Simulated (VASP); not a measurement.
A run of VASP 6.6.1 is set up as follows.

Contents of INCAR:

```
SYSTEM = Ga
PREC = Accurate
ENCUT = 520
EDIFF = 1E-7
ISMEAR = -1
SIGMA = 0.05
LREAL = .FALSE.
LASPH = .TRUE.
NELM = 100
ALGO = Normal
ISIF = 2
LWAVE = .FALSE.
LCHARG = .FALSE.
LDIPOL = .TRUE.
IDIPOL = 3
DIPOL = 0.5 0.5 0.500
GGA = PE
NBANDS = 48
```

File KPOINTS:

```
Automatic mesh
0
G
  10 8 1
  0 0 0
```

POSCAR

```
Ga
1.0
    2.7660000000      0.0000000000      0.0000000000
    0.1174500000      3.3299300000      0.0000000000
    0.0000000000      0.0000000000     24.9696140000
Ga
6
Direct
    0.5000000000      0.2500000000      0.3003650757
    0.0000000000      0.7500000000      0.3771229303
    0.0000000000      0.2500000000      0.4616210727
    0.5000000000      0.7500000000      0.5383789273
    0.5000000000      0.2500000000      0.6228770697
    0.0000000000      0.7500000000      0.6996349243
```

Potentials or basis: VASP PAW PBE potentials, release 64 (Ga_d).

Run with:

```bash
$ cat potpaw_PBE.64/Ga_d/POTCAR > POTCAR
$ mpirun -np 1 vasp_std > vasp.out
```

What does it give for the largest force?

0.245 eV/Å.

What does it give for the band gap on the k mesh?

Zero (band 39 reaches 2.80 eV, above the bottom of band 40 at -1.32 eV).

Forces on the atoms (eV/Å):
```
Ga   0.000  0.000 -0.245
Ga   0.000  0.000  0.002
Ga   0.000  0.000  0.106
Ga   0.000  0.000 -0.106
Ga   0.000  0.000 -0.002
Ga   0.000  0.000  0.245
```
